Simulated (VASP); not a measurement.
Set up this calculation in VASP 6.6.1, as the native input.

* Task: single point
* Functional: PBE
* Potentials or basis: VASP PAW PBE potentials, release 64 (Co)
* Cutoff: 600 eV
* k mesh: 6 × 12 × 12
* Occupations: fermi-dirac, width 0.05 eV
* Spin: collinear spin, ferromagnetic start
* Starting moments: [4.2, 4.2] μB
* Hubbard terms: Co d U = 2.7 eV
* Dipole correction: no
* Further INCAR settings: ALGO = Normal; EDIFF = 1e-06; NBANDS = 20

The structure of Co lies in POSCAR:

```
Co
1.0
    0.0000000000      3.5890000000      3.5890000000
    1.7945000000      0.0000000000      1.7945000000
    1.7945000000      1.7945000000      0.0000000000
Co
2
Direct
    0.0000000000      0.0000000000      0.0000000000
    0.5000000000      0.0000000000      0.0000000000
```

The input as run:

INCAR

```
ALGO = Normal
EDIFF = 1E-6
ENCUT = 600
GGA = PE
GGA_COMPAT = False
ISIF = 2
ISMEAR = -1
ISPIN = 2
LASPH = True
LCHARG = True
LDAU = True
LDAUJ = 0
LDAUL = 2
LDAUPRINT = 1
LDAUTYPE = 2
LDAUU = 2.7
LELF = True
LMAXMIX = 4
LORBIT = 11
LREAL = False
LVHAR = True
LWAVE = False
MAGMOM = 4.2 4.2
NBANDS = 20
NELM = 200
PREC = Accurate
SIGMA = 0.05
```

KPOINTS

```
k-points
0
Gamma
  6 12 12
```

Potentials or basis: VASP PAW PBE potentials, release 64 (Co).

The run is started by

```sh
$ cat potpaw_PBE.64/Co/POTCAR > POTCAR
$ mpirun -np 1 vasp_std > vasp.out
```

Results of the run:

| Quantity | Value |
| --- | --- |
| Pressure | -5.9 GPa |
| Net moment | 3.56 μB per cell |
| Site moments | Co +1.84 μB |
| Valence electrons inside the program's atomic spheres | Co 8.20 |

Caveat: the U is typed as a test and isn't derived for this compound.

Wall time 2.8 min on 1 thread of Intel Xeon 8259CL (shared host), peak memory 0.21 GiB.
